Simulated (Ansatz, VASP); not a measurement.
**One calculation of Os, two programs**

```
Os
1.0
     2.72587    0.00000    0.00000
    -1.36294    2.36068    0.00000
     0.00000    0.00000    8.74784
Os
4
Direct
  0.00000 0.00000 0.00000
  0.00000 0.00000 0.50000
  0.33333 0.66667 0.25000
  0.66667 0.33333 0.75000
```

Alike in both runs: functional r2SCAN; k mesh 13 × 13 × 4; occupations fermi-dirac, width 0.1 eV; no spin polarisation.

Ansatz relaxed the structure, and its values are those at the end. VASP's run is a single point on that final structure, the one shown.

|  | VASP | Ansatz |
| --- | --- | --- |
| version | VASP 6.6.1 | Ansatz 0.2.0 |
| potentials or method | VASP PAW PBE potentials, release 64 (Os), cutoff 520 eV | plane waves (500 eV) with PAW, scalar-relativistic |
| valence electrons in the cell | 32 | 64 |

```tsv
	VASP	Ansatz	Ansatz less VASP
pressure (GPa)	1.0	0.0	-0.99
```

VASP's potentials were made for PBE, not for r2SCAN. VASP's potentials hold 32 valence electrons a cell and Ansatz's 64, so a difference there can come from the potentials and not from the codes.

Neither program's run includes spin-orbit coupling.
